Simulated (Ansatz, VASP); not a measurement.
TiSi16 in VASP and in Ansatz

```
Si Ti
1.0
     0.00000    5.43000    5.43000
     5.43000    0.00000    5.43000
     5.43000    5.43000    0.00000
Si Ti
16 1
Direct
  0.99843 0.99808 0.99784
  0.11921 0.11884 0.11985
  0.99706 0.99662 0.50127
  0.12160 0.12135 0.63590
  0.99725 0.50070 0.99749
  0.12184 0.63601 0.12169
  0.99840 0.50335 0.50342
  0.13069 0.62323 0.62397
  0.50106 0.99685 0.99749
  0.63631 0.12151 0.12158
  0.50363 0.99799 0.50333
  0.62361 0.13019 0.62395
  0.50370 0.50333 0.99826
  0.62373 0.62335 0.13088
  0.50127 0.50078 0.50147
  0.62483 0.62443 0.62475
  0.24935 0.24909 0.24916
```

Alike in both runs: functional PBE; k mesh 2 × 2 × 2; occupations gaussian, width 0.02 eV; no spin polarisation.

Ansatz relaxed the structure, and its values are those at the end. VASP's run is a single point on that final structure, the one shown.

```csv
,VASP,Ansatz
version,VASP 6.6.1,Ansatz 0.2.0
potentials or method,"VASP PAW PBE potentials, release 64 (Si, Ti_sv), cutoff 520 eV","scalar-relativistic, plane waves, PAW"
valence electrons in the cell,76,76
```

VASP gave:

```
rms of the force components (eV/Å) : 0.005
```

Question: What did Ansatz give for the same quantities?

Answer: rms of the force components (eV/Å): 0.004.

The k mesh is coarse, so the values compare programs but aren't converged.
